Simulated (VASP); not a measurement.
## Rb: single point with LDA

Rb:

```
CELL_PARAMETERS angstrom
-2.69121 2.69121 2.69121
2.69121 -2.69121 2.69121
2.69121 2.69121 -2.69121
ATOMIC_POSITIONS crystal
Rb 0.00000 0.00000 0.00000
```

This cell differs from its parent crystal: functional LDA, strained.

* Program: VASP 6.6.1
* Task: single point
* Functional: LDA
* Potentials or basis: VASP PAW LDA potentials, release 64 (Rb_sv)
* Cutoff: 520 eV
* k mesh: 10 × 10 × 10
* Occupations: gaussian, width 0.1 eV
* Spin: no spin polarisation
* Dipole correction: no
* Further INCAR settings: ALGO = Fast; EDIFF = 1e-06; NBANDS = 10

The pressure is 0.0 GPa.

Levels at points of the mesh, in eV from the Fermi level:
```tsv
k point	band 1	band 2	band 3	band 4	band 5	band 6	band 7	band 8
(0.00, 0.00, 0.00)	-28.73	-12.81	-12.81	-12.81	-2.20	3.71	3.71	3.71
(0.50, 0.00, 0.00)	-28.72	-12.97	-12.86	-12.81	0.15	0.96	2.53	4.47
(0.50, 0.50, 0.50)	-28.71	-12.92	-12.92	-12.92	1.15	1.15	3.66	3.66
```

It took 23 s on 1 thread of Intel(R) Xeon(R) 6975P-C (Granite Rapids), with other jobs on the host, peak memory 0.17 GiB.

Caveat: the cell differs from its parent crystal (functional LDA, strained).
